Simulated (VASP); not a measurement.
Set up this calculation in VASP 6.6.1, as the native input.

```
Task                   : single point
Functional             : RPBE
Potentials or basis    : VASP PAW PBE potentials, release 64 (Tl_d)
Cutoff                 : 520 eV
k mesh                 : 16 × 16 × 9
Occupations            : fermi-dirac, width 0.1 eV
Spin                   : no spin polarisation
Dipole correction      : no
Further INCAR settings : ALGO = Normal; EDIFF = 1e-06; NBANDS = 20
```

The structure of Tl lies in POSCAR:

```
Tl
1.0
    3.5888158593      0.0000000000      0.0000000000
   -1.7944079296      3.1080057036      0.0000000000
    0.0000000000      0.0000000000      5.5805226552
Tl
2
Direct
    0.3333333333      0.6666666667      0.2500000000
    0.6666666667      0.3333333333      0.7500000000
```

These files were run (other wordings do the same):

INCAR

```
SYSTEM = Tl
ALGO     = Normal         ! electronic algorithm
EDIFF    = 1E-6           ! SCF threshold, eV
ENCUT    = 520            ! plane-wave cutoff, eV
GGA      = RP             ! functional
ISIF     = 2              ! what is computed and relaxed
ISMEAR   = -1             ! smearing method
LASPH    = .TRUE.         ! aspherical terms in the spheres
LCHARG   = .TRUE.         ! write CHGCAR
LELF     = .TRUE.         ! ELF
LREAL    = .FALSE.        ! projectors in reciprocal space
LVHAR    = .TRUE.       
LWAVE    = .FALSE.        ! write WAVECAR
NBANDS   = 20             ! bands
NELM     = 60             ! most SCF steps
PREC     = Accurate       ! precision mode
SIGMA    = 0.1            ! smearing width, eV
```

KPOINTS

```
k-points
0
G
  16 16 9
  0 0 0
```

Potentials or basis: VASP PAW PBE potentials, release 64 (Tl_d).

Run with:

```console
$ cat potpaw_PBE.64/Tl_d/POTCAR > POTCAR
$ mpirun -np 1 vasp_std > vasp.out
```

Results of the run:

```json
{
 "Pressure": "2.0 GPa",
 "Band gap on the k mesh": "zero (bands 13 and 14 overlap by 4.43 eV)"
}
```

Caveat: the PAW data sets were made with another functional, which shifts forces and pressure a little; spin-orbit coupling is left out, which moves the levels of the heavy elements.

Wall time 58 s on 1 thread of Intel(R) Xeon(R) 6975P-C (Granite Rapids), on a shared host, peak memory 0.28 GiB.
